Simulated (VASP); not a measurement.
# C (Fd-3m) in VASP: single point with PBE+D3(BJ)

Aim: the single point of C with PBE+D3(BJ).

Everything below comes from runs of VASP 6.6.1. Logs are shortened: lines on timing, memory, paths and dates and some standing lists are left out, and cuts for length are marked.

## (1) The cell of the first run

Symmetry: Fd-3m, No. 227, cubic system. Conventional cell: a = 3.557 Å, b = 3.557 Å, c = 3.557 Å, α = 90.00°, β = 90.00°, γ = 90.00°. Within 2.1 Å of C (site symmetry -43m) lie 4 C at 1.54 Å.

## (2) Single point, PBE+D3(BJ)

INCAR reads:

```
ALGO     = Normal         # electronic algorithm
EDIFF    = 1E-6           # SCF threshold, eV
ENCUT    = 600            # plane-wave cutoff, eV
GGA      = PE             # functional
GGA_COMPAT= F            
ISIF     = 2              # what is computed and relaxed
ISMEAR   = 0              # smearing method
IVDW     = 12             # dispersion correction
LASPH    = T              # aspherical terms in the spheres
LCHARG   = F              # write CHGCAR
LREAL    = F              # projectors in reciprocal space
LWAVE    = F              # write WAVECAR
NBANDS   = 11             # bands
NELM     = 120            # most SCF steps
PREC     = Accurate       # precision mode
SIGMA    = 0.02           # smearing width, eV
```

KPOINTS reads:

```
k-points
0
Gamma
  12 12 12
```

POSCAR reads:

```
C
1.0
    0.0000000000      1.7784434376      1.7784434376
    1.7784434376      0.0000000000      1.7784434376
    1.7784434376      1.7784434376      0.0000000000
C
2
Direct
    0.0000000000      0.0000000000      0.0000000000
    0.2500000000      0.2500000000      0.2500000000
```

Potentials or basis: VASP PAW PBE potentials, release 64 (C).

The run is started by

```
cat potpaw_PBE.64/C/POTCAR > POTCAR
mpirun -np 1 vasp_std > vasp.out
```

OUTCAR:

```text
EDIFF = 1E-6
   ENCUT = 600
   GGA = PE
   ISIF = 2
   ISMEAR = 0
   IVDW = 12
   LASPH = T
   LREAL = F
   NELM = 120
   PREC = Accurate
 IVDW          = 12

 ion  position               nearest neighbor table
   1  0.000  0.000  0.000-   2 1.54   2 1.54   2 1.54   2 1.54
   2  0.250  0.250  0.250-   1 1.54   1 1.54   1 1.54   1 1.54

  LATTYP: Found a face centered cubic cell.
 ALAT       =     3.5568868752

  Lattice vectors:

 A1 = (   0.0000000000,   1.7784434376,   1.7784434376)
 A2 = (   1.7784434376,   0.0000000000,   1.7784434376)
 A3 = (   1.7784434376,   1.7784434376,   0.0000000000)

Analysis of symmetry for initial positions (statically):
=====================================================================
 Subroutine PRICEL returns:
 Original cell was already a primitive cell.

 Routine SETGRP: Setting up the symmetry group for a
 face centered cubic supercell.

 Subroutine GETGRP returns: Found 48 space group operations
 (whereof 24 operations were pure point group operations)
 out of a pool of 48 trial point group operations.

The static configuration has the point symmetry T_d .
 The point group associated with its full space group is O_h .

Analysis of symmetry for dynamics (positions and initial velocities):
=====================================================================
 Subroutine PRICEL returns:
 Original cell was already a primitive cell.

 Routine SETGRP: Setting up the symmetry group for a
 face centered cubic supercell.

 Subroutine GETGRP returns: Found 48 space group operations
 (whereof 24 operations were pure point group operations)
 out of a pool of 48 trial point group operations.

The dynamic configuration has the point symmetry T_d .
 The point group associated with its full space group is O_h .

 Subroutine INISYM returns: Found 48 space group operations
 (whereof 24 operations are pure point group operations),
 and found     1 'primitive' translations

----------------------------------------------------------------------------------------

                                     Primitive cell

  volume of cell :      11.2499

  direct lattice vectors                    reciprocal lattice vectors
     0.000000000  1.778443438  1.778443438    -0.281144730  0.281144730  0.281144730
     1.778443438  0.000000000  1.778443438     0.281144730 -0.281144730  0.281144730
     1.778443438  1.778443438  0.000000000     0.281144730  0.281144730 -0.281144730

  length of vectors
     2.515098829  2.515098829  2.515098829     0.486956957  0.486956957  0.486956957

  position of ions in fractional coordinates (direct lattice)
     0.000000000  0.000000000  0.000000000
     0.250000000  0.250000000  0.250000000

  ion indices of the primitive-cell ions
   primitive index   ion index
                 1           1
                 2           2

----------------------------------------------------------------------------------------

 KPOINTS: k-points

Automatic generation of k-mesh.
 Grid dimensions read from file:
 generate k-points for:   12   12   12

 Generating k-lattice:

  Cartesian coordinates                     Fractional coordinates (reciprocal lattice)
    -0.023428727  0.023428727  0.023428727     0.083333333  0.000000000  0.000000000
     0.023428727 -0.023428727  0.023428727     0.000000000  0.083333333  0.000000000
     0.023428727  0.023428727 -0.023428727     0.000000000  0.000000000  0.083333333

  Length of vectors
     0.040579746  0.040579746  0.040579746

  Shift w.r.t. Gamma in fractional coordinates (k-lattice)
     0.000000000  0.000000000  0.000000000

 Subroutine IBZKPT returns following result:
 ===========================================

 Found     72 irreducible k-points:

 Following reciprocal coordinates:
            Coordinates               Weight
  0.000000  0.000000  0.000000      1.000000
  0.083333  0.000000  0.000000      8.000000
  0.166667  0.000000  0.000000      8.000000
  0.250000  0.000000  0.000000      8.000000
  0.333333  0.000000  0.000000      8.000000
  0.416667  0.000000  0.000000      8.000000
[... 16 lines left out ...]
  0.500000  0.166667  0.000000     24.000000
 -0.416667  0.166667  0.000000     24.000000
 [... further k-points ...]
   k-points           NKPTS =     72   k-points in BZ     NKDIM =     72   number of bands    NBANDS=     11
   number of dos      NEDOS =    301   number of ions     NIONS =      2
   total plane-waves  NPLWV =   8000
   dimension x,y,z NGX =    20 NGY =   20 NGZ =   20
   dimension x,y,z NGXF=    40 NGYF=   40 NGZF=   40
   ions per type =               2
   NGX,Y,Z   is equivalent  to a cutoff of  13.22, 13.22, 13.22 a.u.
   NGXF,Y,Z  is equivalent  to a cutoff of  26.44, 26.44, 26.44 a.u.
 SYSTEM =  unknown system
   PREC   = accura    normal or accurate (medium, high low for compatibility)
   ISTART =      0    job   : 0-new  1-cont  2-samecut
   ICHARG =      2    charge: 1-file 2-atom 10-const
   ISPIN  =      1    spin polarized calculation?
   LNONCOLLINEAR =      F non collinear calculations
   LSORBIT =      F    spin-orbit coupling
   LASPH  =      T    aspherical Exc in radial PAW
   ENCUT  =  600.0 eV  44.10 Ry    6.64 a.u.   5.02  5.02  5.02*2*pi/ulx,y,z
   NELM   =    120;   NELMIN=  2; NELMDL= -5     # of ELM steps
   EDIFF  = 0.1E-05   stopping-criterion for ELM
   LREAL  =      F    real-space projection
   EDIFFG = 0.1E-04   stopping-criterion for IOM
   NSW    =      0    number of steps for IOM
   IBRION =     -1    ionic relax: 0-MD 1-quasi-New 2-CG
   NFREE  =      0    steps in history (QN), initial steepest desc. (CG)
   ISIF   =      2    stress and relaxation
   ISYM   =      2    0-nonsym 1-usesym 2-fastsym
   POTIM  = 0.5000    time-step for ionic-motion
   TEBEG  =    0.0;   TEEND  =   0.0 temperature during run
   PSTRESS=    0.0 pullay stress
   NELECT =       8.0000    total number of electrons
   NUPDOWN=      -1.0000    fix difference up-down
   EMIN   =  10.00;   EMAX   =-10.00  energy-range for DOS
   EFERMI =   0.00;   METHOD = LEGACY
   ISMEAR =     0;   SIGMA  =   0.02  broadening in eV -4-tet -1-fermi 0-gaus
   EFERMI_NEDOS =   21; number of points for ismear=-14 and -15
   IALGO  =     38    algorithm
   IMIX   =      4    mixing-type and parameters
     AMIX     =   0.40;   BMIX     =  1.00
     AMIX_MAG =   1.60;   BMIX_MAG =  1.00
  volume/ion in A,a.u.               =       5.62        37.96
  Fermi-wavevector in a.u.,A,eV,Ry     =   1.461240  2.761342 29.051448  2.135221
  Thomas-Fermi vector in A             =   2.577595
   LORBIT       =      0    0 simple, 1 ext, 2 COOP (PROOUT), +10 PAW based schemes
   GGA     = PE    functional components
   LHFCALC =     F    Hartree Fock is set to
   AEXX    =    0.0000 exact exchange contribution
   IVDW    =    12    specifies the selected vdW correction
   LEPSILON=     F    determine dielectric tensor
   LRPA    =     F    only Hartree local field effects (RPA)
 non-spin polarized calculation
 Gauss-broadening in eV      SIGMA  =   0.02
  energy-cutoff  :      600.00
  volume of cell :       11.25
 maximum number of plane-waves:       388
   NGX =  9   NGY =  9   NGZ =  9

 number of electron       7.9999999 magnetization

 Free energy of the ion-electron system (eV)
  ---------------------------------------------------
  ext. energy  EPLUGINS =         0.00000000
  ---------------------------------------------------
  free energy    TOTEN  =       -18.18754211 eV

  energy without entropy =      -18.18754211  energy(sigma->0) =      -18.18754211

 E-fermi :   9.9390     XC(G=0): -13.2924

 val. band max:        9.8489337614   @ k =   0.0000   0.0000   0.0000
 cond. band min:      14.0213177226   @ k =   0.3333   0.3333   0.0000
 fundamental gap:      4.1723839611
 Fermi energy:         9.9389966029

 k-point     1 :       0.0000    0.0000    0.0000
  band No.  band energies     occupation
      1     -11.7394      2.00000
      2       9.8489      2.00000
      3       9.8489      2.00000
      4       9.8489      2.00000
      5      15.4620      0.00000
      6      15.4620      0.00000
      7      15.4620      0.00000
      8      23.3710      0.00000
      9      29.2504      0.00000
     10      36.4764      0.00000
     11      36.4764      0.00000

 k-point     2 :       0.0833    0.0000    0.0000
  band No.  band energies     occupation
      1     -11.5462      2.00000
      2       8.6145      2.00000
      3       9.5233      2.00000
      4       9.5233      2.00000
      5      15.8887      0.00000
      6      15.8887      0.00000
      7      16.1865      0.00000
      8      23.5294      0.00000
      9      29.5713      0.00000
     10      34.3358      0.00000
     11      34.3358      0.00000

 k-point     3 :       0.1667    0.0000    0.0000
  band No.  band energies     occupation
      1     -10.9683      2.00000
      2       6.0695      2.00000
      3       8.8170      2.00000
      4       8.8170      2.00000
      5      16.8150      0.00000
      6      16.8150      0.00000
      7      17.2966      0.00000
      8      23.9843      0.00000
      9      30.2415      0.00000
     10      32.7303      0.00000
     11      32.7303      0.00000

 k-point     4 :       0.2500    0.0000    0.0000
  band No.  band energies     occupation
      1     -10.0145      2.00000
      2       3.2180      2.00000
      3       8.0890      2.00000
      4       8.0890      2.00000
      5      17.6768      0.00000
      6      17.6768      0.00000
      7      18.0715      0.00000
      8      24.6205      0.00000
      9      30.6705      0.00000
     10      32.3141      0.00000
     11      32.3141      0.00000

 k-point     5 :       0.3333    0.0000    0.0000
  band No.  band energies     occupation
      1      -8.7054      2.00000
      2       0.4231      2.00000
      3       7.5115      2.00000
      4       7.5115      2.00000
      5      18.1642      0.00000
      6      18.1642      0.00000
      7      18.5155      0.00000
      8      25.2044      0.00000
      9      30.9144      0.00000
     10      33.1575      0.00000
     11      33.1575      0.00000
[... 211 lines left out ...]
 k-point    21 :       0.3333    0.1667    0.0000
  band No.  band energies     occupation
      1      -8.9446      2.00000
      2       2.5863      2.00000
      3       5.9823      2.00000
      4       6.4049      2.00000
      5      15.8931      0.00000
      6      20.7194      0.00000
      7      20.7704      0.00000
      8      21.6941      0.00000
      9      30.8956      0.00000
     10      31.6505      0.00000
     11      36.9873      0.00000

 k-point    22 :       0.4167    0.1667    0.0000
  band No.  band energies     occupation
      1      -7.5426      2.00000
      2       0.0186      2.00000
      3       5.5540      2.00000
      4       5.7626      2.00000
      5      16.5572      0.00000
      6      20.9022      0.00000
      7      21.0611      0.00000
      8      22.6046      0.00000
      9      31.0274      0.00000
     10      32.4497      0.00000
     11      37.3691      0.00000

 k-point    23 :       0.5000    0.1667    0.0000
  band No.  band energies     occupation
      1      -5.9469      2.00000
      2      -2.2389      2.00000
      3       4.8307      2.00000
      4       5.8509      2.00000
      5      16.9796      0.00000
      6      20.6268      0.00000
      7      21.1837      0.00000
      8      24.2174      0.00000
      9      30.0872      0.00000
     10      33.8179      0.00000
     11      36.5550      0.00000

 k-point    24 :      -0.4167    0.1667    0.0000
  band No.  band energies     occupation
      1      -5.5106      2.00000
      2      -2.7619      2.00000
      3       4.3401      2.00000
      4       6.2325      2.00000
      5      17.4206      0.00000
      6      20.1325      0.00000
      7      21.1611      0.00000
      8      25.3871      0.00000
      9      29.3887      0.00000
     10      34.1278      0.00000
     11      34.5720      0.00000

 [... further k-points ...]

------------------------ aborting loop because EDIFF is reached ----------------------------------------

 Edisp (eV)   -0.38578

 E8    (eV) :    -0.1111

  FORCE on cell =-STRESS in cart. coord.  units (eV):
  Direction    XX          YY          ZZ          XY          YZ          ZX
  --------------------------------------------------------------------------------------
  -------------------------------------------------------------------------------------
  Total       0.00186     0.00186     0.00186    -0.00000     0.00000     0.00000
  in kB       0.26433     0.26433     0.26433    -0.00000     0.00000     0.00000
  external pressure =        0.26 kB  Pullay stress =        0.00 kB

 VOLUME and BASIS-vectors are now :
 -----------------------------------------------------------------------------
  energy-cutoff  :      600.00
  volume of cell :       11.25
      direct lattice vectors                 reciprocal lattice vectors
     0.000000000  1.778443438  1.778443438    -0.281144730  0.281144730  0.281144730
     1.778443438  0.000000000  1.778443438     0.281144730 -0.281144730  0.281144730
     1.778443438  1.778443438  0.000000000     0.281144730  0.281144730 -0.281144730

 POSITION                                       TOTAL-FORCE (eV/Angst)
 -----------------------------------------------------------------------------------
      0.00000      0.00000      0.00000         0.000000      0.000000      0.000000
      0.88922      0.88922      0.88922        -0.000000     -0.000000     -0.000000
 -----------------------------------------------------------------------------------
    total drift:                                0.000000      0.000000      0.000000

  FREE ENERGIE OF THE ION-ELECTRON SYSTEM (eV)
  ---------------------------------------------------
  free  energy   TOTEN  =       -18.5733193972 eV

  energy  without entropy=      -18.5733193972  energy(sigma->0) =      -18.57331940
```

Wall time 12 s (1 thread of Intel Xeon 8259CL, shared host); peak memory 0.13 GiB.

Results:

```yaml
Free_energy: -18.5733 eV
Pressure: 0.0 GPa
Band_gap_on_the_k_mesh: 4.17 eV (least direct gap 5.61 eV)
Dispersion_energy_per_atom: -0.193 eV
```

A k mesh can miss the band edges.
